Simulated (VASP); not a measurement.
Cr2O3, 10 atoms in the cell. The structure is trigonal, space group R-3c (No. 167). Conventional cell: a = 4.957 Å, b = 4.957 Å, c = 13.592 Å, α = 90.00°, β = 90.00°, γ = 120.00°. Within 2.7 Å of Cr (site symmetry 3) lie 6 O at 1.96 to 2.01 Å and 1 Cr at 2.65 Å. O (site symmetry 2) has 4 Cr at 1.96 to 2.01 Å and 12 O at 2.63 to 2.99 Å within 3.0 Å. 

| Item | Value |
| --- | --- |
| Program | VASP 6.6.1 |
| Task | single point |
| Functional | PBE |
| Potentials or basis | VASP PAW PBE potentials, release 64 (Cr_pv, O) |
| Cutoff | 520 eV |
| k mesh | 5 × 5 × 5 |
| Occupations | fermi-dirac, width 0.05 eV |
| Spin | collinear spin, ferromagnetic start |
| Starting moments | [3.0, 3.0, 3.0, 3.0, 0.0, 0.0, 0.0, 0.0, 0.0, 0.0] μB |
| Dipole correction | no |
| Further INCAR settings | ALGO = Normal; EDIFF = 1e-07; NBANDS = 57 |

Potentials or basis: VASP PAW PBE potentials, release 64 (Cr_pv, O).

Run with:

```console
$ cat potpaw_PBE.64/Cr_pv/POTCAR potpaw_PBE.64/O/POTCAR > POTCAR
$ mpirun -np 1 vasp_std > vasp.out
```

Hardware: 1 thread of Intel(R) Xeon(R) Platinum 8488C (Sapphire Rapids), with other jobs on the host.

Task: How long does it take, and how much memory?

Result: Wall time 4.1 min on 1 thread of Intel(R) Xeon(R) Platinum 8488C (Sapphire Rapids) (shared host), peak memory 0.36 GiB. Counts: scf iterations 19, k points 19.
